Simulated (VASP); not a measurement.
# C (Fd-3m) in VASP: notebook

C is run at these levels: revPBE+D3(BJ); tasks: single point.

Program: VASP 6.6.1. These are calculated values, not measurements. Logs are shortened: lines on timing, memory, paths and dates and some standing lists are left out, and cuts for length are marked.

**1. The cell of the first run**

It takes space group Fd-3m (No. 227, cubic). Conventional cell: a = 3.494 Å, b = 3.494 Å, c = 3.494 Å, α = 90.00°, β = 90.00°, γ = 90.00°. C (site symmetry -43m) has 4 C at 1.51 Å within 2.0 Å.

**2. Single point, revPBE+D3(BJ)**

Contents of INCAR:

```
SYSTEM = C
PREC = Accurate
ENCUT = 520
EDIFF = 1E-6
ISMEAR = -1
SIGMA = 0.05
LREAL = .False.
LASPH = .True.
NELM = 100
ALGO = Normal
ISIF = 2
LWAVE = .False.
LCHARG = .False.
GGA = RE
IVDW = 12
NBANDS = 11
```

Contents of KPOINTS:

```
regular mesh
0
Gamma
  13 13 13
  0 0 0
```

Contents of POSCAR:

```
C
1.0
    0.0000000000      1.7469644787      1.7469644787
    1.7469644787      0.0000000000      1.7469644787
    1.7469644787      1.7469644787      0.0000000000
C
2
Direct
    0.7500000000      0.7500000000      0.7500000000
    0.5000000000      0.5000000000      0.5000000000
```

Potentials or basis: VASP PAW PBE potentials, release 64 (C).

Launch:

```
cat potpaw_PBE.64/C/POTCAR > POTCAR
mpirun -np 1 vasp_std > vasp.out
```

OUTCAR:

```text
SYSTEM = C
   PREC = Accurate
   ENCUT = 520
   EDIFF = 1E-6
   ISMEAR = -1
   LREAL = .False.
   LASPH = .True.
   NELM = 100
   ISIF = 2
   GGA = RE
   IVDW = 12
 IVDW          = 12

 ion  position               nearest neighbor table
   1  0.750  0.750  0.750-   2 1.51   2 1.51   2 1.51   2 1.51
   2  0.500  0.500  0.500-   1 1.51   1 1.51   1 1.51   1 1.51

  LATTYP: Found a face centered cubic cell.
 ALAT       =     3.4939289574

  Lattice vectors:

 A1 = (   0.0000000000,   1.7469644787,   1.7469644787)
 A2 = (   1.7469644787,   0.0000000000,   1.7469644787)
 A3 = (   1.7469644787,   1.7469644787,   0.0000000000)

Analysis of symmetry for initial positions (statically):
=====================================================================
 Subroutine PRICEL returns:
 Original cell was already a primitive cell.

 Routine SETGRP: Setting up the symmetry group for a
 face centered cubic supercell.

 Subroutine GETGRP returns: Found 48 space group operations
 (whereof 24 operations were pure point group operations)
 out of a pool of 48 trial point group operations.

The static configuration has the point symmetry T_d .
 The point group associated with its full space group is O_h .

Analysis of symmetry for dynamics (positions and initial velocities):
=====================================================================
 Subroutine PRICEL returns:
 Original cell was already a primitive cell.

 Routine SETGRP: Setting up the symmetry group for a
 face centered cubic supercell.

 Subroutine GETGRP returns: Found 48 space group operations
 (whereof 24 operations were pure point group operations)
 out of a pool of 48 trial point group operations.

The dynamic configuration has the point symmetry T_d .
 The point group associated with its full space group is O_h .

 Subroutine INISYM returns: Found 48 space group operations
 (whereof 24 operations are pure point group operations),
 and found     1 'primitive' translations

----------------------------------------------------------------------------------------

                                     Primitive cell

  volume of cell :      10.6631

  direct lattice vectors                    reciprocal lattice vectors
     0.000000000  1.746964479  1.746964479    -0.286210742  0.286210742  0.286210742
     1.746964479  0.000000000  1.746964479     0.286210742 -0.286210742  0.286210742
     1.746964479  1.746964479  0.000000000     0.286210742  0.286210742 -0.286210742

  length of vectors
     2.470580859  2.470580859  2.470580859     0.495731547  0.495731547  0.495731547

  position of ions in fractional coordinates (direct lattice)
     0.750000000  0.750000000  0.750000000
     0.500000000  0.500000000  0.500000000

  ion indices of the primitive-cell ions
   primitive index   ion index
                 1           1
                 2           2

----------------------------------------------------------------------------------------

 KPOINTS: regular mesh

Automatic generation of k-mesh.
 Grid dimensions read from file:
 generate k-points for:   13   13   13

 Generating k-lattice:

  Cartesian coordinates                     Fractional coordinates (reciprocal lattice)
    -0.022016211  0.022016211  0.022016211     0.076923077  0.000000000  0.000000000
     0.022016211 -0.022016211  0.022016211     0.000000000  0.076923077  0.000000000
     0.022016211  0.022016211 -0.022016211     0.000000000  0.000000000  0.076923077

  Length of vectors
     0.038133196  0.038133196  0.038133196

  Shift w.r.t. Gamma in fractional coordinates (k-lattice)
     0.000000000  0.000000000  0.000000000

 Subroutine IBZKPT returns following result:
 ===========================================

 Found     84 irreducible k-points:

 Following reciprocal coordinates:
            Coordinates               Weight
  0.000000  0.000000  0.000000      1.000000
  0.076923  0.000000  0.000000      8.000000
  0.153846  0.000000  0.000000      8.000000
  0.230769  0.000000  0.000000      8.000000
  0.307692  0.000000  0.000000      8.000000
  0.384615  0.000000  0.000000      8.000000
[... 16 lines left out ...]
  0.384615  0.153846  0.000000     24.000000
  0.461538  0.153846  0.000000     24.000000
 [... further k-points ...]
   k-points           NKPTS =     84   k-points in BZ     NKDIM =     84   number of bands    NBANDS=     11
   number of dos      NEDOS =    301   number of ions     NIONS =      2
   total plane-waves  NPLWV =   5832
   dimension x,y,z NGX =    18 NGY =   18 NGZ =   18
   dimension x,y,z NGXF=    36 NGYF=   36 NGZF=   36
   ions per type =               2
   NGX,Y,Z   is equivalent  to a cutoff of  12.11, 12.11, 12.11 a.u.
   NGXF,Y,Z  is equivalent  to a cutoff of  24.22, 24.22, 24.22 a.u.
 SYSTEM =  C
   PREC   = accura    normal or accurate (medium, high low for compatibility)
   ISTART =      0    job   : 0-new  1-cont  2-samecut
   ICHARG =      2    charge: 1-file 2-atom 10-const
   ISPIN  =      1    spin polarized calculation?
   LNONCOLLINEAR =      F non collinear calculations
   LSORBIT =      F    spin-orbit coupling
   LASPH  =      T    aspherical Exc in radial PAW
   ENCUT  =  520.0 eV  38.22 Ry    6.18 a.u.   4.59  4.59  4.59*2*pi/ulx,y,z
   NELM   =    100;   NELMIN=  2; NELMDL= -5     # of ELM steps
   EDIFF  = 0.1E-05   stopping-criterion for ELM
   LREAL  =      F    real-space projection
   EDIFFG = 0.1E-04   stopping-criterion for IOM
   NSW    =      0    number of steps for IOM
   IBRION =     -1    ionic relax: 0-MD 1-quasi-New 2-CG
   NFREE  =      0    steps in history (QN), initial steepest desc. (CG)
   ISIF   =      2    stress and relaxation
   ISYM   =      2    0-nonsym 1-usesym 2-fastsym
   POTIM  = 0.5000    time-step for ionic-motion
   TEBEG  =    0.0;   TEEND  =   0.0 temperature during run
   PSTRESS=    0.0 pullay stress
   NELECT =       8.0000    total number of electrons
   NUPDOWN=      -1.0000    fix difference up-down
   EMIN   =  10.00;   EMAX   =-10.00  energy-range for DOS
   EFERMI =   0.00;   METHOD = LEGACY
   ISMEAR =    -1;   SIGMA  =   0.05  broadening in eV -4-tet -1-fermi 0-gaus
   EFERMI_NEDOS =   21; number of points for ismear=-14 and -15
   IALGO  =     38    algorithm
   IMIX   =      4    mixing-type and parameters
     AMIX     =   0.40;   BMIX     =  1.00
     AMIX_MAG =   1.60;   BMIX_MAG =  1.00
  volume/ion in A,a.u.               =       5.33        35.98
  Fermi-wavevector in a.u.,A,eV,Ry     =   1.487570  2.811100 30.107851  2.212865
  Thomas-Fermi vector in A             =   2.600714
   LORBIT       =      0    0 simple, 1 ext, 2 COOP (PROOUT), +10 PAW based schemes
   GGA     = RE    functional components
   LHFCALC =     F    Hartree Fock is set to
   AEXX    =    0.0000 exact exchange contribution
   IVDW    =    12    specifies the selected vdW correction
   LEPSILON=     F    determine dielectric tensor
   LRPA    =     F    only Hartree local field effects (RPA)
 non-spin polarized calculation
  energy-cutoff  :      520.00
  volume of cell :       10.66
 maximum number of plane-waves:       299
   NGX =  9   NGY =  9   NGZ =  9

 number of electron       8.0000001 magnetization

 Free energy of the ion-electron system (eV)
  ---------------------------------------------------
  ext. energy  EPLUGINS =         0.00000000
  ---------------------------------------------------
  free energy    TOTEN  =       -17.28210432 eV

  energy without entropy =      -17.28210432  energy(sigma->0) =      -17.28210432

 E-fermi :  11.7301     XC(G=0): -13.5096

 val. band max:       10.7398837111   @ k =   0.0000   0.0000   0.0000
 cond. band min:      15.0031577922   @ k =   0.3846   0.3846   0.0000
 fundamental gap:      4.2632740811
 Fermi energy:        11.7300958003

 k-point     1 :       0.0000    0.0000    0.0000
  band No.  band energies     occupation
      1     -11.6516      2.00000
      2      10.7399      2.00000
      3      10.7399      2.00000
      4      10.7399      2.00000
      5      16.5013      0.00000
      6      16.5013      0.00000
      7      16.5013      0.00000
      8      25.4745      0.00000
      9      30.9131      0.00000
     10      37.8830      0.00000
     11      37.8830      0.00000

 k-point     2 :       0.0769    0.0000    0.0000
  band No.  band energies     occupation
      1     -11.4806      2.00000
      2       9.6124      2.00000
      3      10.4400      2.00000
      4      10.4400      2.00000
      5      16.8942      0.00000
      6      16.8942      0.00000
      7      17.1985      0.00000
      8      25.5809      0.00000
      9      31.1983      0.00000
     10      35.8535      0.00000
     11      35.8535      0.00000

 k-point     3 :       0.1538    0.0000    0.0000
  band No.  band energies     occupation
      1     -10.9690      2.00000
      2       7.2293      2.00000
      3       9.7684      2.00000
      4       9.7684      2.00000
      5      17.7772      0.00000
      6      17.7772      0.00000
      7      18.3604      0.00000
      8      25.8835      0.00000
      9      31.8291      0.00000
     10      34.1994      0.00000
     11      34.1994      0.00000
[... 267 lines left out ...]
 k-point    23 :       0.3846    0.1538    0.0000
  band No.  band energies     occupation
      1      -7.9085      2.00000
      2       1.3111      2.00000
      3       6.6236      2.00000
      4       6.8251      2.00000
      5      17.6252      0.00000
      6      21.9346      0.00000
      7      22.1730      0.00000
      8      23.9551      0.00000
      9      32.8564      0.00000
     10      33.8327      0.00000
     11      38.5370      0.00000

 k-point    24 :       0.4615    0.1538    0.0000
  band No.  band energies     occupation
      1      -6.3911      2.00000
      2      -1.0500      2.00000
      3       6.0859      2.00000
      4       6.5861      2.00000
      5      18.0560      0.00000
      6      21.7690      0.00000
      7      22.4109      0.00000
      8      25.2975      0.00000
      9      32.2018      0.00000
     10      35.2709      0.00000
     11      38.7429      0.00000

 [... further k-points ...]

------------------------ aborting loop because EDIFF is reached ----------------------------------------

 Edisp (eV)   -0.84084

 E8    (eV) :    -0.4882

  FORCE on cell =-STRESS in cart. coord.  units (eV):
  Direction    XX          YY          ZZ          XY          YZ          ZX
  --------------------------------------------------------------------------------------
  -------------------------------------------------------------------------------------
  Total       1.70766     1.70766     1.70766    -0.00000     0.00000     0.00000
  in kB     256.58380   256.58380   256.58380    -0.00000     0.00000     0.00000
  external pressure =      256.58 kB  Pullay stress =        0.00 kB

 VOLUME and BASIS-vectors are now :
 -----------------------------------------------------------------------------
  energy-cutoff  :      520.00
  volume of cell :       10.66
      direct lattice vectors                 reciprocal lattice vectors
     0.000000000  1.746964479  1.746964479    -0.286210742  0.286210742  0.286210742
     1.746964479  0.000000000  1.746964479     0.286210742 -0.286210742  0.286210742
     1.746964479  1.746964479  0.000000000     0.286210742  0.286210742 -0.286210742

 POSITION                                       TOTAL-FORCE (eV/Angst)
 -----------------------------------------------------------------------------------
      2.62045      2.62045      2.62045        -0.000000     -0.000000     -0.000000
      1.74696      1.74696      1.74696         0.000000      0.000000      0.000000
 -----------------------------------------------------------------------------------
    total drift:                                0.000000     -0.000000      0.000000

  FREE ENERGIE OF THE ION-ELECTRON SYSTEM (eV)
  ---------------------------------------------------
  free  energy   TOTEN  =       -18.1229425374 eV

  energy  without entropy=      -18.1229425374  energy(sigma->0) =      -18.12294254
```

Run time: 5.8 s. Hardware: 1 thread of AMD EPYC 9R45 (Zen 5), shared host; peak memory 0.1 GiB.

What came out:

```yaml
Free_energy: -18.1229 eV
Pressure: 25.7 GPa
Band_gap_on_the_k_mesh: 4.26 eV, indirect (least direct gap 5.76 eV)
Dispersion_energy_per_atom: -0.420 eV
```

Caveat: the PAW data sets were made with another functional, which shifts forces and pressure a little.

**3. Single point, revPBE+D3(BJ)**

This run uses another cell than the first one, of 5.44 Å³/atom, 1.021 times its volume.

Contents of INCAR:

```
ALGO = Normal
EDIFF = 1E-6
ENCUT = 520
GGA = RE
ISIF = 2
ISMEAR = -1
IVDW = 12
LASPH = True
LCHARG = False
LREAL = False
LWAVE = False
NBANDS = 11
NELM = 60
PREC = Accurate
SIGMA = 0.05
```

Contents of KPOINTS:

```
k-points
0
Gamma
  13 13 13
```

Contents of POSCAR:

```
C
1.0
    0.0000000000      1.7592674508      1.7592674508
    1.7592674508      0.0000000000      1.7592674508
    1.7592674508      1.7592674508      0.0000000000
C
2
Direct
    0.7500000000      0.7500000000      0.7500000000
    0.5000000000      0.5000000000      0.5000000000
```

Potentials or basis: VASP PAW PBE potentials, release 64 (C).

Launch:

```
cat potpaw_PBE.64/C/POTCAR > POTCAR
mpirun -np 1 vasp_std > vasp.out
```

It took 6 s on 1 thread of AMD EPYC 9R45 (Zen 5), shared host; peak memory 0.1 GiB.

It converged, with:

- Free energy: -18.1519 eV
- Pressure: 14.8 GPa
- Band gap on the k mesh: 4.22 eV, indirect (least direct gap 5.70 eV)
- Dispersion energy per atom: -0.412 eV

Levels at points of the mesh, in eV from the valence-band top:
| k point | band 2 | band 3 | band 4 | band 5 | band 6 | band 7 |
| --- | --- | --- | --- | --- | --- | --- |
| (0.00, 0.00, 0.00) | 0.00 | 0.00 | 0.00 | 5.70 | 5.70 | 5.70 |

Caveat: the PAW data sets were made with another functional, which shifts forces and pressure a little. A k mesh can miss the band edges.
